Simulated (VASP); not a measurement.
# Ga3SiCN3 (an interface model) in VASP: settings compared

Aim: see how the results for Ga3SiCN3 (an interface model) move with the level of theory and the settings. Levels: PBEsol, PBEsol+D3(BJ). Tasks: single point.

Everything below comes from runs of VASP 6.6.1. Logs are shortened: lines on timing, memory, paths and dates and some standing lists are left out, and cuts for length are marked.

## 1. The cell of the first run

The cell holds layers of an interface, 8 atoms: a = 3.081 Å, b = 4.357 Å, c = 6.424 Å, α = 90.00°, β = 90.00°, γ = 90.00°.

## 2. Single point, PBEsol

File INCAR:

```
PREC = Accurate
ENCUT = 520
EDIFF = 1E-6
ISMEAR = -1
SIGMA = 0.05
LREAL = False
LASPH = True
NELM = 60
ALGO = Normal
ISIF = 2
LWAVE = False
LCHARG = False
GGA = PS
NBANDS = 41
```

File KPOINTS:

```
Automatic mesh
0
Gamma
  4 3 2
```

File POSCAR:

```
Ga3SiCN3
1.0
    2.1784270000     -2.1784270000      0.0000000000
    0.0000000000      0.0000000000      4.3568530000
   -4.5422670000     -4.5422670000      0.0000000000
Si N Ga C
1 3 3 1
Direct
    0.0012690000      0.0126320000      0.0031490000
    0.9978090000      0.2462280000      0.7368210000
    0.0082030000      0.2452230000      0.2476460000
    0.4967810000      0.7508240000      0.4969390000
    0.9821000000      0.0045750000      0.4894020000
    0.4894740000      0.5005430000      0.7534520000
    0.4904950000      0.4873720000      0.2473620000
    0.4897970000      0.7524120000      0.9981830000
```

Potentials or basis: VASP PAW PBE potentials, release 64 (Si, N, Ga_d, C).

On the command line:

```
$ cat potpaw_PBE.64/Si/POTCAR potpaw_PBE.64/N/POTCAR potpaw_PBE.64/Ga_d/POTCAR potpaw_PBE.64/C/POTCAR > POTCAR
$ mpirun -np 1 vasp_std > vasp.out
```

OUTCAR:

```text
PREC = Accurate
   ENCUT = 520
   EDIFF = 1E-6
   ISMEAR = -1
   LREAL = False
   LASPH = True
   NELM = 60
   ISIF = 2
   GGA = PS

 ion  position               nearest neighbor table
   1  0.001  0.013  0.003-   3 1.87   8 1.88   8 1.94   2 1.99   7 3.00
   2  0.998  0.246  0.737-   6 1.88   5 1.91   6 1.92   1 1.99
   3  0.008  0.245  0.248-   7 1.82   1 1.87   5 1.88   7 1.91
   4  0.497  0.751  0.497-   5 1.86   5 1.93   7 1.97   6 1.98
   5  0.982  0.005  0.489-   4 1.86   3 1.88   2 1.91   4 1.93
   6  0.489  0.501  0.753-   2 1.88   8 1.92   2 1.92   4 1.98
   7  0.490  0.487  0.247-   3 1.82   3 1.91   4 1.97   8 1.97   1 3.00
   8  0.490  0.752  0.998-   1 1.88   6 1.92   1 1.94   7 1.97

  LATTYP: Found a simple orthorhombic cell.
 ALAT       =     3.0807610080
 B/A-ratio  =     1.4142132378
 C/A-ratio  =     2.0851132491

  Lattice vectors:

 A1 = (   2.1784270000,  -2.1784270000,   0.0000000000)
 A2 = (   0.0000000000,   0.0000000000,   4.3568530000)
 A3 = (  -4.5422670000,  -4.5422670000,   0.0000000000)

Analysis of symmetry for initial positions (statically):
=====================================================================
 Subroutine PRICEL returns:
 Original cell was already a primitive cell.

 Routine SETGRP: Setting up the symmetry group for a
 simple orthorhombic supercell.

 Subroutine GETGRP returns: Found  1 space group operations
 (whereof  1 operations were pure point group operations)
 out of a pool of  8 trial point group operations.

The static configuration has the point symmetry C_1 .

Analysis of symmetry for dynamics (positions and initial velocities):
=====================================================================
 Subroutine PRICEL returns:
 Original cell was already a primitive cell.

 Routine SETGRP: Setting up the symmetry group for a
 simple orthorhombic supercell.

 Subroutine GETGRP returns: Found  1 space group operations
 (whereof  1 operations were pure point group operations)
 out of a pool of  8 trial point group operations.

The dynamic configuration has the point symmetry C_1 .

 Subroutine INISYM returns: Found  1 space group operations
 (whereof  1 operations are pure point group operations),
 and found     1 'primitive' translations

----------------------------------------------------------------------------------------

                                     Primitive cell

  volume of cell :      86.2221

  direct lattice vectors                    reciprocal lattice vectors
     2.178427000 -2.178427000  0.000000000     0.229523413 -0.229523413  0.000000000
     0.000000000  0.000000000  4.356853000     0.000000000  0.000000000  0.229523466
    -4.542267000 -4.542267000  0.000000000    -0.110077193 -0.110077193  0.000000000

  length of vectors
     3.080761008  4.356853000  6.423735595     0.324595124  0.229523466  0.155672659

  position of ions in fractional coordinates (direct lattice)
     0.001269000  0.012632000  0.003149000
     0.997809000  0.246228000  0.736821000
     0.008203000  0.245223000  0.247646000
     0.496781000  0.750824000  0.496939000
     0.982100000  0.004575000  0.489402000
     0.489474000  0.500543000  0.753452000
     0.490495000  0.487372000  0.247362000
     0.489797000  0.752412000  0.998183000

  ion indices of the primitive-cell ions
   primitive index   ion index
                 1           1
                 2           2
                 3           3
                 4           4
                 5           5
                 6           6
                 7           7
                 8           8

----------------------------------------------------------------------------------------

 KPOINTS: Automatic mesh

Automatic generation of k-mesh.
 Grid dimensions read from file:
 generate k-points for:    4    3    2

 Generating k-lattice:

  Cartesian coordinates                     Fractional coordinates (reciprocal lattice)
     0.057380853 -0.057380853  0.000000000     0.250000000  0.000000000  0.000000000
     0.000000000  0.000000000  0.076507822     0.000000000  0.333333333  0.000000000
    -0.055038596 -0.055038596  0.000000000     0.000000000  0.000000000  0.500000000

  Length of vectors
     0.081148781  0.076507822  0.077836329

  Shift w.r.t. Gamma in fractional coordinates (k-lattice)
     0.000000000  0.000000000  0.000000000

 Subroutine IBZKPT returns following result:
 ===========================================

 Found     14 irreducible k-points:

 Following reciprocal coordinates:
            Coordinates               Weight
  0.000000  0.000000  0.000000      1.000000
  0.250000  0.000000  0.000000      2.000000
  0.500000  0.000000  0.000000      1.000000
  0.000000  0.333333  0.000000      2.000000
  0.250000  0.333333  0.000000      2.000000
  0.250000 -0.333333  0.000000      2.000000
  0.500000  0.333333  0.000000      2.000000
  0.000000  0.000000  0.500000      1.000000
  0.250000  0.000000  0.500000      2.000000
  0.500000  0.000000  0.500000      1.000000
  0.000000  0.333333  0.500000      2.000000
  0.250000  0.333333  0.500000      2.000000
  0.250000 -0.333333  0.500000      2.000000
  0.500000  0.333333  0.500000      2.000000
   k-points           NKPTS =     14   k-points in BZ     NKDIM =     14   number of bands    NBANDS=     41
   number of dos      NEDOS =    301   number of ions     NIONS =      8
   total plane-waves  NPLWV =  36864
   dimension x,y,z NGX =    24 NGY =   32 NGZ =   48
   dimension x,y,z NGXF=    48 NGYF=   64 NGZF=   96
   ions per type =               1   3   3   1
   NGX,Y,Z   is equivalent  to a cutoff of  12.95, 12.21, 12.42 a.u.
   NGXF,Y,Z  is equivalent  to a cutoff of  25.90, 24.42, 24.84 a.u.
 SYSTEM =  unknown system
   PREC   = accura    normal or accurate (medium, high low for compatibility)
   ISTART =      0    job   : 0-new  1-cont  2-samecut
   ICHARG =      2    charge: 1-file 2-atom 10-const
   ISPIN  =      1    spin polarized calculation?
   LNONCOLLINEAR =      F non collinear calculations
   LSORBIT =      F    spin-orbit coupling
   LASPH  =      T    aspherical Exc in radial PAW
   ENCUT  =  520.0 eV  38.22 Ry    6.18 a.u.   5.73  8.10 11.94*2*pi/ulx,y,z
   NELM   =     60;   NELMIN=  2; NELMDL= -5     # of ELM steps
   EDIFF  = 0.1E-05   stopping-criterion for ELM
   LREAL  =      F    real-space projection
   EDIFFG = 0.1E-04   stopping-criterion for IOM
   NSW    =      0    number of steps for IOM
   IBRION =     -1    ionic relax: 0-MD 1-quasi-New 2-CG
   NFREE  =      0    steps in history (QN), initial steepest desc. (CG)
   ISIF   =      2    stress and relaxation
   ISYM   =      2    0-nonsym 1-usesym 2-fastsym
   POTIM  = 0.5000    time-step for ionic-motion
   TEBEG  =    0.0;   TEEND  =   0.0 temperature during run
   PSTRESS=    0.0 pullay stress
   NELECT =      62.0000    total number of electrons
   NUPDOWN=      -1.0000    fix difference up-down
   EMIN   =  10.00;   EMAX   =-10.00  energy-range for DOS
   EFERMI =   0.00;   METHOD = LEGACY
   ISMEAR =    -1;   SIGMA  =   0.05  broadening in eV -4-tet -1-fermi 0-gaus
   EFERMI_NEDOS =   21; number of points for ismear=-14 and -15
   IALGO  =     38    algorithm
   IMIX   =      4    mixing-type and parameters
     AMIX     =   0.40;   BMIX     =  1.00
     AMIX_MAG =   1.60;   BMIX_MAG =  1.00
  volume/ion in A,a.u.               =      10.78        72.73
  Fermi-wavevector in a.u.,A,eV,Ry     =   1.466670  2.771605 29.267794  2.151122
  Thomas-Fermi vector in A             =   2.582380
   LORBIT       =      0    0 simple, 1 ext, 2 COOP (PROOUT), +10 PAW based schemes
   GGA     = PS    functional components
   LHFCALC =     F    Hartree Fock is set to
   AEXX    =    0.0000 exact exchange contribution
   IVDW    =     0    specifies the selected vdW correction
   LEPSILON=     F    determine dielectric tensor
   LRPA    =     F    only Hartree local field effects (RPA)
 non-spin polarized calculation
  energy-cutoff  :      520.00
  volume of cell :       86.22
 maximum number of plane-waves:      2334
 NGX is ok and might be reduce to    24
   NGX = 11   NGY = 17   NGZ = 23

 number of electron      62.0000010 magnetization

 Free energy of the ion-electron system (eV)
  ---------------------------------------------------
  ext. energy  EPLUGINS =         0.00000000
  ---------------------------------------------------
  free energy    TOTEN  =       -54.31411943 eV

  energy without entropy =      -54.31411927  energy(sigma->0) =      -54.31411935

 E-fermi :   7.2745     XC(G=0): -12.0094

 val. band max:        6.5813725724   @ k =   0.0000   0.0000   0.0000
 cond. band min:       7.9527849133   @ k =   0.0000   0.0000   0.0000
 fundamental gap:      1.3714123409
 Fermi energy:         7.2744958832

 k-point     1 :       0.0000    0.0000    0.0000
  band No.  band energies     occupation
      1     -10.4851      2.00000
      2      -9.3347      2.00000
      3      -8.7896      2.00000
      4      -7.4486      2.00000
      5      -7.3198      2.00000
      6      -7.2252      2.00000
[... 33 lines left out ...]
     40      15.2495      0.00000
     41      15.7513      0.00000

 k-point     2 :       0.2500    0.0000    0.0000
  band No.  band energies     occupation
      1     -10.0838      2.00000
      2      -9.1064      2.00000
      3      -8.7208      2.00000
      4      -7.3532      2.00000
      5      -7.2226      2.00000
      6      -7.1749      2.00000
[... 33 lines left out ...]
     40      15.8147      0.00000
     41      16.0946      0.00000

 k-point     3 :       0.5000    0.0000    0.0000
  band No.  band energies     occupation
      1      -9.7006      2.00000
      2      -8.8655      2.00000
      3      -8.6958      2.00000
      4      -7.2711      2.00000
      5      -7.2205      2.00000
      6      -7.1354      2.00000
[... 33 lines left out ...]
     40      15.5743      0.00000
     41      16.1016      0.00000

 k-point     4 :       0.0000    0.3333    0.0000
  band No.  band energies     occupation
      1     -10.2302      2.00000
      2      -9.2335      2.00000
      3      -8.8686      2.00000
      4      -7.4111      2.00000
      5      -7.3058      2.00000
      6      -7.2516      2.00000
[... 385 lines left out ...]
     40      15.4863      0.00000
     41      15.8613      0.00000

 k-point    13 :       0.2500   -0.3333    0.5000
  band No.  band energies     occupation
      1      -9.8871      2.00000
      2      -9.1065      2.00000
      3      -8.7560      2.00000
      4      -7.3316      2.00000
      5      -7.2583      2.00000
      6      -7.1756      2.00000
[... 33 lines left out ...]
     40      15.4132      0.00000
     41      16.0591      0.00000

 k-point    14 :       0.5000    0.3333    0.5000
  band No.  band energies     occupation
      1      -9.6656      2.00000
      2      -8.9096      2.00000
      3      -8.6988      2.00000
      4      -7.2568      2.00000
      5      -7.2214      2.00000
      6      -7.1737      2.00000
[... 33 lines left out ...]
     40      15.8731      0.00000
     41      16.0593      0.00000

------------------------ aborting loop because EDIFF is reached ----------------------------------------

  FORCE on cell =-STRESS in cart. coord.  units (eV):
  Direction    XX          YY          ZZ          XY          YZ          ZX
  --------------------------------------------------------------------------------------
  -------------------------------------------------------------------------------------
  Total        3.5605059      3.2267174      3.8289063     -5.1417467     -1.2265927      0.9658660
  in kB       66.1612534     59.9588012     71.1486633    -95.5438391    -22.7925217     17.9477040
  external PRESSURE =      65.7562393 kB  Pullay stress =       0.0000000 kB

 VOLUME and BASIS-vectors are now :
 -----------------------------------------------------------------------------
  energy-cutoff  :      520.00
  volume of cell :       86.22
      direct lattice vectors                 reciprocal lattice vectors
     2.178427000 -2.178427000  0.000000000     0.229523413 -0.229523413  0.000000000
     0.000000000  0.000000000  4.356853000     0.000000000  0.000000000  0.229523466
    -4.542267000 -4.542267000  0.000000000    -0.110077193 -0.110077193  0.000000000

 POSITION                                       TOTAL-FORCE (eV/Angst)
 -----------------------------------------------------------------------------------
     -0.01154     -0.01707      0.05504         0.421420      1.065471     -1.503538
     -1.17318     -5.52049      1.07278        -2.050339     -1.521396     -1.079142
     -1.10700     -1.14274      1.06840         0.713515      2.325662     -1.503876
     -1.17503     -3.33943      3.27123        -0.286683      0.607761     -0.979949
     -0.08356     -4.36243      0.01993        -0.161725     -1.175181     -1.337715
     -2.35610     -4.48866      2.18079         0.955588      0.381064      1.016540
     -0.05508     -2.19209      2.12341         0.542038     -0.852502      2.601648
     -3.46703     -5.60100      3.27815        -0.133815     -0.830879      2.786031
 -----------------------------------------------------------------------------------
    total drift:                               -0.000166      0.000053     -0.000855

  FREE ENERGIE OF THE ION-ELECTRON SYSTEM (eV)
  ---------------------------------------------------
  free  energy   TOTEN  =       -54.3141194256 eV

  energy  without entropy=      -54.3141192662  energy(sigma->0) =      -54.31411935
```

Wall time 24 s (1 thread of Intel Xeon 6975P-C (Granite Rapids), shared host); peak memory 0.2 GiB.

Results:

| Property | Result |
| --- | --- |
| Free energy | -54.3141 eV |
| Pressure | 6.6 GPa |
| Largest force | 2.910 eV/Å |
| Band gap on the k mesh | 1.37 eV, direct |

Forces in eV/Å, atoms in the order of the input:
```
Si   0.421  1.065 -1.504
N   -2.050 -1.521 -1.079
N    0.714  2.326 -1.504
N   -0.287  0.608 -0.980
Ga  -0.162 -1.175 -1.338
Ga   0.956  0.381  1.017
Ga   0.542 -0.853  2.602
C   -0.134 -0.831  2.786
```

Stress tensor (GPa, compression positive):
```
 6.62 -9.55  1.79
-9.55  6.00 -2.28
 1.79 -2.28  7.11
```

Levels at points of the mesh, in eV from the valence-band top:
```
           k point  band 29  band 30  band 31  band 32  band 33  band 34
(0.00, 0.00, 0.00)    -0.35    -0.18     0.00     1.37     3.18     5.35
(0.50, 0.00, 0.00)    -2.67    -2.60    -0.47     2.13     2.54     4.45
(0.00, 0.00, 0.50)    -1.34    -0.54    -0.06     2.97     4.03     5.19
(0.50, 0.00, 0.50)    -3.17    -2.34    -1.75     3.53     3.81     4.49
```

Caveat: the k points lie up to 0.51 Å⁻¹ apart; the PAW data sets were made with another functional, which shifts forces and pressure a little.

## 3. Single point, PBEsol

File INCAR:

```
SYSTEM = Ga3SiCN3
ALGO = Normal
EDIFF = 1E-7
ENCUT = 520
GGA = PS
ISIF = 2
ISMEAR = -1
LASPH = .True.
LCHARG = .True.
LELF = .True.
LREAL = .False.
LVHAR = .True.
LWAVE = .False.
NBANDS = 41
NELM = 60
PREC = Accurate
SIGMA = 0.05
```

File KPOINTS:

```
k-points
0
Gamma
  4 3 2
  0 0 0
```

POSCAR is that of step 2.

Potentials or basis: VASP PAW PBE potentials, release 64 (Si, N, Ga_d, C).

On the command line:

```
$ cat potpaw_PBE.64/Si/POTCAR potpaw_PBE.64/N/POTCAR potpaw_PBE.64/Ga_d/POTCAR potpaw_PBE.64/C/POTCAR > POTCAR
$ mpirun -np 1 vasp_std > vasp.out
```

It took 31 s on 1 thread of Intel Xeon 6975P-C (Granite Rapids), shared host; peak memory 0.2 GiB.

Results (log left out):

```
Free energy            : -54.3141 eV
Pressure               : 6.6 GPa
Largest force          : 2.910 eV/Å
Band gap on the k mesh : 1.37 eV, direct
```

Forces in eV/Å, atoms in the order of the input:
```
Si   0.421  1.065 -1.503
N   -2.050 -1.521 -1.079
N    0.713  2.326 -1.504
N   -0.287  0.608 -0.980
Ga  -0.162 -1.175 -1.338
Ga   0.955  0.381  1.016
Ga   0.542 -0.852  2.602
C   -0.134 -0.831  2.786
```

Stress tensor (GPa, compression positive):
```
 6.59 -9.55  1.79
-9.55  5.97 -2.28
 1.79 -2.28  7.09
```

Levels at points of the mesh, in eV from the valence-band top:
```tsv
k point	band 27	band 28	band 29	band 30	band 31	band 32	band 33	band 34	band 35	band 36
(0.00, 0.00, 0.00)	-1.88	-0.90	-0.35	-0.18	0.00	1.37	3.18	5.35	6.14	6.79
(0.50, 0.00, 0.00)	-3.48	-2.85	-2.67	-2.60	-0.47	2.13	2.54	4.45	5.82	5.98
(0.00, 0.00, 0.50)	-2.44	-1.64	-1.34	-0.54	-0.06	2.97	4.03	5.19	5.43	6.59
(0.50, 0.00, 0.50)	-3.47	-3.35	-3.17	-2.34	-1.75	3.53	3.81	4.49	4.97	5.94
```

Caveat: the k points lie up to 0.51 Å⁻¹ apart; the PAW data sets were made with another functional, which shifts forces and pressure a little.

## 4. Single point, PBEsol

File INCAR:

```
PREC = Accurate
ENCUT = 520
EDIFF = 1E-6
ISMEAR = 0
SIGMA = 0.01
LREAL = F
LASPH = T
NELM = 80
ALGO = Normal
ISIF = 2
LWAVE = F
LCHARG = F
GGA = PS
NBANDS = 41
```

File KPOINTS:

```
Automatic mesh
0
Gamma
  4 3 2
```

POSCAR is that of step 3.

On the command line:

```
$ cat potpaw_PBE.64/Si/POTCAR potpaw_PBE.64/N/POTCAR potpaw_PBE.64/Ga_d/POTCAR potpaw_PBE.64/C/POTCAR > POTCAR
$ mpirun -np 1 vasp_std > vasp.out
```

Run time: 24 s. Hardware: 1 thread of Intel Xeon 6975P-C (Granite Rapids), shared host; peak memory 0.2 GiB.

The run converged. Its results:

* Free energy: -54.3141 eV
* Pressure: 6.6 GPa
* Largest force: 2.910 eV/Å
* Band gap on the k mesh: 1.37 eV, direct

Forces in eV/Å, atoms in the order of the input:
```
Si   0.421  1.065 -1.504
N   -2.050 -1.521 -1.079
N    0.714  2.326 -1.504
N   -0.287  0.608 -0.980
Ga  -0.162 -1.175 -1.338
Ga   0.956  0.381  1.017
Ga   0.542 -0.853  2.602
C   -0.134 -0.831  2.786
```

Stress tensor (GPa, compression positive):
```
 6.62 -9.55  1.79
-9.55  6.00 -2.28
 1.79 -2.28  7.11
```

Levels at points of the mesh, in eV from the valence-band top:
```
           k point  band 27  band 28  band 29  band 30  band 31  band 32  band 33  band 34  band 35  band 36
(0.00, 0.00, 0.00)    -1.88    -0.90    -0.35    -0.18     0.00     1.37     3.18     5.35     6.14     6.79
(0.50, 0.00, 0.00)    -3.48    -2.85    -2.67    -2.60    -0.47     2.13     2.54     4.45     5.82     5.98
(0.00, 0.00, 0.50)    -2.44    -1.64    -1.34    -0.54    -0.06     2.97     4.03     5.19     5.43     6.59
(0.50, 0.00, 0.50)    -3.47    -3.35    -3.17    -2.34    -1.75     3.53     3.81     4.49     4.97     5.94
```

Caveat: the k points lie up to 0.51 Å⁻¹ apart; the PAW data sets were made with another functional, which shifts forces and pressure a little.

(Continued in part 2 of 2.)
